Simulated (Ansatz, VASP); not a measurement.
## Two plane-wave programs on BeZn2Se3

```
Be Zn Se
1.0
     6.71432    0.00000    0.00000
    -3.35716    5.81477    0.00000
     0.00000    0.00000    3.54761
Be Zn Se
1 2 3
Direct
  0.00000 0.00000 0.50000
  0.33333 0.66667 0.50000
  0.66667 0.33333 0.50000
  0.00000 0.50000 0.00000
  0.50000 0.00000 0.00000
  0.50000 0.50000 0.00000
```

Change from the starting cell: species swapped into the SmB2Ir3 type (P6/mmm, No. 191).

Alike in both runs: functional PBE; k mesh 6 × 6 × 10; occupations gaussian, width 0.1 eV; no spin polarisation.

Ansatz relaxed the structure, and its values are those at the end. VASP's run is a single point on that final structure, the one shown.

|  | VASP | Ansatz |
| --- | --- | --- |
| version | VASP 6.6.1 | Ansatz 0.2.0 |
| potentials or method | VASP PAW PBE potentials, release 64 (Be, Zn, Se), cutoff 520 eV | scalar-relativistic, plane waves, PAW |
| valence electrons in the cell | 44 | 74 |

```tsv
	VASP	Ansatz	Ansatz less VASP
gap on the k mesh at the Fermi level (eV)	none	none	-
pressure (GPa)	0.1	0.0	-0.13
```

A gap of «none» marks a metal or a gap that the smearing closes. VASP's potentials hold 44 valence electrons a cell and Ansatz's 74, so a difference there can come from the potentials and not from the codes.
